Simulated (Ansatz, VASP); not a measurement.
Al3GaN4 in VASP and in Ansatz

INCAR

```
ALGO     = Normal         # electronic algorithm
EDIFF    = 1E-6           # SCF threshold, eV
ENCUT    = 520            # plane-wave cutoff, eV
GGA      = PS             # functional
ISIF     = 2              # what is computed and relaxed
ISMEAR   = 0              # smearing method
LASPH    = T              # aspherical terms in the spheres
LCHARG   = F              # write CHGCAR
LREAL    = F              # projectors in reciprocal space
LWAVE    = F              # write WAVECAR
NBANDS   = 31             # bands
NELM     = 100            # most SCF steps
PREC     = Accurate       # precision mode
SIGMA    = 0.05           # smearing width, eV
```

File KPOINTS:

```
k-points
0
Gamma
  6 6 6
```

File POSCAR:

```
Al3GaN4
1.0
    4.3778560312      0.0000000000      0.0000000000
    0.0000000000      4.3778560312      0.0000000000
    0.0000000000      0.0000000000      4.9425994592
Al Ga N
3 1 4
Direct
    0.5000000000      0.5000000000      0.0000000000
    0.5000000000      0.0000000000      0.5000000000
    0.0000000000      0.5000000000      0.5000000000
    0.0000000000      0.0000000000      0.0000000000
    0.7447140287      0.7447140287      0.2552859713
    0.7447140287      0.2552859713      0.7447140287
    0.2552859713      0.7447140287      0.7447140287
    0.2552859713      0.2552859713      0.2552859713
```

Input for Ansatz:

```yaml
crystal:
  lattice:
    - [4.3778560312, 0.0, 0.0]
    - [0.0, 4.3778560312, 0.0]
    - [0.0, 0.0, 4.9425994592]
  atoms:
    - { symbol: Al, position: [0.5, 0.5, 0.0] }
    - { symbol: Al, position: [0.5, 0.0, 0.5] }
    - { symbol: Al, position: [0.0, 0.5, 0.5] }
    - { symbol: Ga, position: [0.0, 0.0, 0.0] }
    - { symbol: "N", position: [0.7447140287, 0.7447140287, 0.2552859713] }
    - { symbol: "N", position: [0.7447140287, 0.2552859713, 0.7447140287] }
    - { symbol: "N", position: [0.2552859713, 0.7447140287, 0.7447140287] }
    - { symbol: "N", position: [0.2552859713, 0.2552859713, 0.2552859713] }
basis:
  ecutwfc: 520.0
kpoints:
  mp_grid: { grid: [6, 6, 6] }
hamiltonian:
  xc: pbesol
scf:
  occupations: { method: gaussian, width: 0.05 }
output:
  forces: true
  stress: true
  eigenvalues: true
```

Alike in both runs: task single point; functional PBEsol; k mesh 6 × 6 × 6; occupations gaussian, width 0.05 eV; no spin polarisation.

```csv
,VASP,Ansatz
version,VASP 6.6.1,Ansatz 0.2.0
potentials or method,"VASP PAW PBE potentials, release 64 (Al, Ga_d, N), cutoff 520 eV","scalar-relativistic, plane waves, PAW"
valence electrons in the cell,42,42
```

Ansatz gave:

| Item | Value |
| --- | --- |
| gap on the k mesh at the Fermi level (eV) | 2.27 |
| least direct gap on the mesh (eV) | 2.31 |
| pressure (GPa) | -17.0 |
| traceless stress, the component that is largest in VASP (GPa) | -14.35 |
| rms of the force components (eV/Å) | 0.035 |

Problem. Estimate VASP's values.

Solution. gap on the k mesh at the Fermi level (eV): 2.28; least direct gap on the mesh (eV): 2.32; pressure (GPa): -17.1; traceless stress, the component that is largest in VASP (GPa): -14.38; rms of the force components (eV/Å): 0.035.

VASP's potentials were made for PBE, not for PBEsol. Atom by atom the forces differ by 0.001 eV/Å (rms over components).
